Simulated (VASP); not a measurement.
# La2O3 in VASP: further runs

The runs below take La2O3 through single point, relaxation of cell and atoms, with PBE, r2SCAN, LDA.

Everything below comes from runs of VASP 6.6.1. Logs are shortened: lines on timing, memory, paths and dates and some standing lists are left out, and cuts for length are marked.

### 1 The cell of the first run

The typed cell holds 5 atoms: a = 6.372 Å, b = 6.372 Å, c = 3.287 Å, α = 90.00°, β = 90.00°, γ = 120.00°.

### 2 Single point, PBE

INCAR

```
PREC     = Accurate       # precision mode
ENCUT    = 520            # plane-wave cutoff, eV
EDIFF    = 1E-6           # SCF threshold, eV
ISMEAR   = -1             # smearing method
SIGMA    = 0.05           # smearing width, eV
LREAL    = False          # projectors in reciprocal space
LASPH    = True           # aspherical terms in the spheres
NELM     = 100            # most SCF steps
ALGO     = Normal         # electronic algorithm
ISIF     = 2              # what is computed and relaxed
LWAVE    = False          # write WAVECAR
LCHARG   = False          # write CHGCAR
GGA      = PE             # functional
NBANDS   = 28             # bands
```

KPOINTS

```
regular mesh
0
Gamma
  5 5 8
```

POSCAR

```
La2O3
1.0
    6.3717360743      0.0000000000      0.0000000000
   -3.1858680372      5.5180853066      0.0000000000
    0.0000000000      0.0000000000      3.2867387851
La O
2 3
Direct
    0.6666666667      0.3333333333      0.5000000000
    0.3333333333      0.6666666667      0.5000000000
    0.5000196557      0.0000000000      0.0000000000
    0.0000000000      0.5000196557      0.0000000000
    0.4999803443      0.4999803443      0.0000000000
```

Potentials or basis: VASP PAW PBE potentials, release 64 (La, O).

On the command line:

```console
cat potpaw_PBE.64/La/POTCAR potpaw_PBE.64/O/POTCAR > POTCAR
mpirun -np 1 vasp_std > vasp.out
```

OUTCAR:

```text
PREC = Accurate
   ENCUT = 520
   EDIFF = 1E-6
   ISMEAR = -1
   LREAL = False
   LASPH = True
   NELM = 100
   ISIF = 2
   GGA = PE

 ion  position               nearest neighbor table
   1  0.667  0.333  0.500-   4 2.47   4 2.47   3 2.47   3 2.47   5 2.47   5 2.47   2 3.68   2 3.68
                             2 3.68
   2  0.333  0.667  0.500-   4 2.47   4 2.47   3 2.47   3 2.47   5 2.47   5 2.47   1 3.68   1 3.68
                             1 3.68
   3  0.500  0.000  0.000-   1 2.47   1 2.47   2 2.47   2 2.47
   4  0.000  0.500  0.000-   2 2.47   2 2.47   1 2.47   1 2.47
   5  0.500  0.500  0.000-   1 2.47   1 2.47   2 2.47   2 2.47

  LATTYP: Found a hexagonal cell.
 ALAT       =     6.3717360743
 C/A-ratio  =     0.5158309677

  Lattice vectors:

 A1 = (   6.3717360743,   0.0000000000,   0.0000000000)
 A2 = (  -3.1858680372,   5.5180853066,   0.0000000000)
 A3 = (   0.0000000000,   0.0000000000,   3.2867387851)

Analysis of symmetry for initial positions (statically):
=====================================================================
 Subroutine PRICEL returns:
 Original cell was already a primitive cell.

 Routine SETGRP: Setting up the symmetry group for a
 hexagonal supercell.

 Subroutine GETGRP returns: Found 12 space group operations
 (whereof 12 operations were pure point group operations)
 out of a pool of 24 trial point group operations.

The static configuration has the point symmetry D_3h.

Analysis of symmetry for dynamics (positions and initial velocities):
=====================================================================
 Subroutine PRICEL returns:
 Original cell was already a primitive cell.

 Routine SETGRP: Setting up the symmetry group for a
 hexagonal supercell.

 Subroutine GETGRP returns: Found 12 space group operations
 (whereof 12 operations were pure point group operations)
 out of a pool of 24 trial point group operations.

The dynamic configuration has the point symmetry D_3h.

 Subroutine INISYM returns: Found 12 space group operations
 (whereof 12 operations are pure point group operations),
 and found     1 'primitive' translations

----------------------------------------------------------------------------------------

                                     Primitive cell

  volume of cell :     115.5610

  direct lattice vectors                    reciprocal lattice vectors
     6.371736074  0.000000000  0.000000000     0.156943098  0.090611140  0.000000000
    -3.185868037  5.518085307  0.000000000     0.000000000  0.181222280  0.000000000
     0.000000000  0.000000000  3.286738785     0.000000000  0.000000000  0.304252959

  length of vectors
     6.371736074  6.371736074  3.286738785     0.181222280  0.181222280  0.304252959

  position of ions in fractional coordinates (direct lattice)
     0.666666667  0.333333333  0.500000000
     0.333333333  0.666666667  0.500000000
     0.500019656  0.000000000  0.000000000
     0.000000000  0.500019656  0.000000000
     0.499980344  0.499980344  0.000000000

  ion indices of the primitive-cell ions
   primitive index   ion index
                 1           1
                 2           2
                 3           3
                 4           4
                 5           5

----------------------------------------------------------------------------------------

 KPOINTS: regular mesh

Automatic generation of k-mesh.
 Grid dimensions read from file:
 generate k-points for:    5    5    8

 Generating k-lattice:

  Cartesian coordinates                     Fractional coordinates (reciprocal lattice)
     0.031388620  0.018122228  0.000000000     0.200000000 -0.000000000  0.000000000
     0.000000000  0.036244456  0.000000000     0.000000000  0.200000000  0.000000000
     0.000000000  0.000000000  0.038031620     0.000000000  0.000000000  0.125000000

  Length of vectors
     0.036244456  0.036244456  0.038031620

  Shift w.r.t. Gamma in fractional coordinates (k-lattice)
     0.000000000  0.000000000  0.000000000

 Subroutine IBZKPT returns following result:
 ===========================================

 Found     25 irreducible k-points:

 Following reciprocal coordinates:
            Coordinates               Weight
  0.000000  0.000000  0.000000      1.000000
  0.200000 -0.000000  0.000000      6.000000
  0.400000  0.000000  0.000000      6.000000
  0.200000  0.200000  0.000000      6.000000
  0.400000  0.200000  0.000000      6.000000
  0.000000  0.000000  0.125000      2.000000
[... 16 lines left out ...]
  0.400000  0.000000  0.500000      6.000000
  0.200000  0.200000  0.500000      6.000000
   k-points           NKPTS =     25   k-points in BZ     NKDIM =     25   number of bands    NBANDS=     28
   number of dos      NEDOS =    301   number of ions     NIONS =      5
   total plane-waves  NPLWV =  55296
   dimension x,y,z NGX =    48 NGY =   48 NGZ =   24
   dimension x,y,z NGXF=    96 NGYF=   96 NGZF=   48
   ions per type =               2   3
   NGX,Y,Z   is equivalent  to a cutoff of  12.52, 12.52, 12.14 a.u.
   NGXF,Y,Z  is equivalent  to a cutoff of  25.05, 25.05, 24.28 a.u.
 SYSTEM =  unknown system
   PREC   = accura    normal or accurate (medium, high low for compatibility)
   ISTART =      0    job   : 0-new  1-cont  2-samecut
   ICHARG =      2    charge: 1-file 2-atom 10-const
   ISPIN  =      1    spin polarized calculation?
   LNONCOLLINEAR =      F non collinear calculations
   LSORBIT =      F    spin-orbit coupling
   LASPH  =      T    aspherical Exc in radial PAW
   ENCUT  =  520.0 eV  38.22 Ry    6.18 a.u.  11.85 11.85  6.11*2*pi/ulx,y,z
   NELM   =    100;   NELMIN=  2; NELMDL= -5     # of ELM steps
   EDIFF  = 0.1E-05   stopping-criterion for ELM
   LREAL  =      F    real-space projection
   EDIFFG = 0.1E-04   stopping-criterion for IOM
   NSW    =      0    number of steps for IOM
   IBRION =     -1    ionic relax: 0-MD 1-quasi-New 2-CG
   NFREE  =      0    steps in history (QN), initial steepest desc. (CG)
   ISIF   =      2    stress and relaxation
   ISYM   =      2    0-nonsym 1-usesym 2-fastsym
   POTIM  = 0.5000    time-step for ionic-motion
   TEBEG  =    0.0;   TEEND  =   0.0 temperature during run
   PSTRESS=    0.0 pullay stress
   NELECT =      40.0000    total number of electrons
   NUPDOWN=      -1.0000    fix difference up-down
   EMIN   =  10.00;   EMAX   =-10.00  energy-range for DOS
   EFERMI =   0.00;   METHOD = LEGACY
   ISMEAR =    -1;   SIGMA  =   0.05  broadening in eV -4-tet -1-fermi 0-gaus
   EFERMI_NEDOS =   21; number of points for ismear=-14 and -15
   IALGO  =     38    algorithm
   IMIX   =      4    mixing-type and parameters
     AMIX     =   0.40;   BMIX     =  1.00
     AMIX_MAG =   1.60;   BMIX_MAG =  1.00
  volume/ion in A,a.u.               =      23.11       155.97
  Fermi-wavevector in a.u.,A,eV,Ry     =   1.149453  2.172150 17.976576  1.321241
  Thomas-Fermi vector in A             =   2.286122
   LORBIT       =      0    0 simple, 1 ext, 2 COOP (PROOUT), +10 PAW based schemes
   GGA     = PE    functional components
   LHFCALC =     F    Hartree Fock is set to
   AEXX    =    0.0000 exact exchange contribution
   IVDW    =     0    specifies the selected vdW correction
   LEPSILON=     F    determine dielectric tensor
   LRPA    =     F    only Hartree local field effects (RPA)
 non-spin polarized calculation
  energy-cutoff  :      520.00
  volume of cell :      115.56
 maximum number of plane-waves:      3140
 NGX is ok and might be reduce to    48
   NGX = 23   NGY = 23   NGZ = 13

 number of electron      40.0000000 magnetization

 Free energy of the ion-electron system (eV)
  ---------------------------------------------------
  ext. energy  EPLUGINS =         0.00000000
  ---------------------------------------------------
  free energy    TOTEN  =       -40.77988280 eV

  energy without entropy =      -40.77988280  energy(sigma->0) =      -40.77988280

 E-fermi :   3.9143     XC(G=0):  -8.2059

 val. band max:        3.0959128139   @ k =   0.0000   0.0000   0.5000
 cond. band min:       4.7314667111   @ k =   0.0000   0.0000   0.0000
 fundamental gap:      1.6355538972
 Fermi energy:         3.9143418245

 k-point     1 :       0.0000    0.0000    0.0000
  band No.  band energies     occupation
      1     -27.4551      2.00000
      2     -27.2659      2.00000
      3     -14.2530      2.00000
      4     -14.2530      2.00000
      5     -12.6571      2.00000
      6     -11.0050      2.00000
[... 20 lines left out ...]
     27       7.8675      0.00000
     28       7.8720      0.00000

 k-point     2 :       0.2000   -0.0000    0.0000
  band No.  band energies     occupation
      1     -27.4397      2.00000
      2     -27.2822      2.00000
      3     -14.2579      2.00000
      4     -14.1601      2.00000
      5     -12.8799      2.00000
      6     -10.9814      2.00000
[... 20 lines left out ...]
     27       7.8826      0.00000
     28       7.8870      0.00000

 k-point     3 :       0.4000    0.0000    0.0000
  band No.  band energies     occupation
      1     -27.4035      2.00000
      2     -27.3198      2.00000
      3     -14.2656      2.00000
      4     -13.9331      2.00000
      5     -13.2679      2.00000
      6     -10.9423      2.00000
[... 20 lines left out ...]
     27       7.8966      0.00000
     28       7.9198      0.00000

 k-point     4 :       0.2000    0.2000    0.0000
  band No.  band energies     occupation
      1     -27.4125      2.00000
      2     -27.3105      2.00000
      3     -14.2663      2.00000
      4     -13.9870      2.00000
      5     -13.1852      2.00000
      6     -10.9413      2.00000
[... 578 lines left out ...]
     27       7.6325      0.00000
     28       7.6756      0.00000

 k-point    23 :       0.4000    0.0000    0.5000
  band No.  band energies     occupation
      1     -27.0812      2.00000
      2     -27.0200      2.00000
      3     -14.5984      2.00000
      4     -13.8991      2.00000
      5     -12.8356      2.00000
      6     -11.3817      2.00000
[... 20 lines left out ...]
     27       7.7255      0.00000
     28       7.8207      0.00000

 k-point    24 :       0.2000    0.2000    0.5000
  band No.  band energies     occupation
      1     -27.0878      2.00000
      2     -27.0132      2.00000
      3     -14.6570      2.00000
      4     -13.7905      2.00000
      5     -12.8356      2.00000
      6     -11.3839      2.00000
[... 20 lines left out ...]
     27       7.7500      0.00000
     28       7.7644      0.00000

 [... further k-points ...]

------------------------ aborting loop because EDIFF is reached ----------------------------------------

  FORCE on cell =-STRESS in cart. coord.  units (eV):
  Direction    XX          YY          ZZ          XY          YZ          ZX
  --------------------------------------------------------------------------------------
  -------------------------------------------------------------------------------------
  Total       -0.1314961     -0.1314961     -0.1810501      0.0000000      0.0000000      0.0000000
  in kB       -1.8231065     -1.8231065     -2.5101405      0.0000000      0.0000000      0.0000000
  external PRESSURE =      -2.0521178 kB  Pullay stress =       0.0000000 kB

 VOLUME and BASIS-vectors are now :
 -----------------------------------------------------------------------------
  energy-cutoff  :      520.00
  volume of cell :      115.56
      direct lattice vectors                 reciprocal lattice vectors
     6.371736074  0.000000000  0.000000000     0.156943098  0.090611140  0.000000000
    -3.185868037  5.518085307  0.000000000     0.000000000  0.181222280  0.000000000
     0.000000000  0.000000000  3.286738785     0.000000000  0.000000000  0.304252959

 POSITION                                       TOTAL-FORCE (eV/Angst)
 -----------------------------------------------------------------------------------
      3.18587      1.83936      1.64337        -0.000000     -0.000000      0.000000
     -0.00000      3.67872      1.64337        -0.000000     -0.000000      0.000000
      3.18599      0.00000      0.00000        -0.000158     -0.000000     -0.000000
     -1.59300      2.75915      0.00000         0.000079     -0.000137      0.000000
      1.59287      2.75893      0.00000         0.000079      0.000137     -0.000000
 -----------------------------------------------------------------------------------
    total drift:                               -0.000000     -0.000000      0.000000

  FREE ENERGIE OF THE ION-ELECTRON SYSTEM (eV)
  ---------------------------------------------------
  free  energy   TOTEN  =       -40.7798828032 eV

  energy  without entropy=      -40.7798828017  energy(sigma->0) =      -40.77988280
```

Wall time 2.6 min (1 thread of Intel Xeon 8259CL, shared host); peak memory 0.27 GiB.

Results:

```
Free energy            : -40.7799 eV
Pressure               : -0.2 GPa
Band gap on the k mesh : 1.64 eV (least direct gap 2.07 eV)
```

Caveat: spin-orbit coupling is left out, which moves the levels of the heavy elements.

(Continued in part 2 of 2.)
